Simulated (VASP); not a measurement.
Write the native input for VASP 6.6.1 that does the following.

```
Task                   : relaxation of cell and atoms
Functional             : BLYP
Dispersion             : D3(BJ)
Potentials or basis    : VASP PAW PBE potentials, release 64 (Al)
Cutoff                 : 600 eV
k mesh                 : 9 × 9 × 2
Occupations            : methfessel-paxton, width 0.1 eV
Spin                   : no spin polarisation
Dipole correction      : no
Further INCAR settings : ALGO = Normal; EDIFF = 1e-06; IBRION = 2; EDIFFG = -0.01; NSW = 80; ISIF = 3
```

The structure of Al lies in POSCAR:

```
Al
1.0
    2.8270770200      0.0000000000      0.0000000000
   -1.4135385100      2.4483205178      0.0000000000
    0.0000000000      0.0000000000      9.1859930700
Al
4
Direct
    0.0000000000      0.0000000000      0.0000000000
    0.0000000000      0.0000000000      0.5000000000
    0.3333333333      0.6666666667      0.2500000000
    0.6666666667      0.3333333333      0.7500000000
```

The input as run:

INCAR

```
  AGGAC = 1.0
  AGGAX = 1.0
  ALDAC = 0.0
  ALDAX = 1.0
  ALGO = Normal
  EDIFF = 1E-6
  EDIFFG = -0.01
  ENCUT = 600
  GGA = B5
  IBRION = 2
  ISIF = 3
  ISMEAR = 1
  IVDW = 12
  LASPH = T
  LCHARG = F
  LREAL = F
  LWAVE = F
  NELM = 100
  NSW = 80
  PREC = Accurate
  SIGMA = 0.1
  VDW_A1 = 0.4298
  VDW_A2 = 4.2359
  VDW_S6 = 1.0
  VDW_S8 = 2.6996
```

KPOINTS

```
k-points
0
Gamma
  9 9 2
```

Potentials or basis: VASP PAW PBE potentials, release 64 (Al).

Launch:

```console
$ cat potpaw_PBE.64/Al/POTCAR > POTCAR
$ mpirun -np 1 vasp_std > vasp.out
```

Results of the run:

```
Relaxed volume                         : 15.53 Å³/atom
Relaxed cell                           : a = 2.830 Å, b = 2.830 Å, c = 8.957 Å, α = 90.00°, β = 90.00°, γ = 120.00°
Space group after relaxing (to 0.05 Å) : P6_3/mmc (No. 194)
Energy gained by relaxing              : 5.0 meV/atom
Ionic steps                            : 9
Pressure after relaxing                : 0.0 GPa
Band gap on the k mesh                 : zero (band 6 reaches 13.46 eV, above the bottom of band 7 at 7.68 eV)
Dispersion energy per atom             : -0.826 eV
```

Caveat: the PAW data sets were made with another functional, which shifts forces and pressure a little; pairwise dispersion overbinds metals, which lowers pressure and volume.

Run time: 94 s on 1 thread of AMD EPYC 7R13 Processor (Zen 3), with other jobs on the host, peak memory 0.17 GiB.
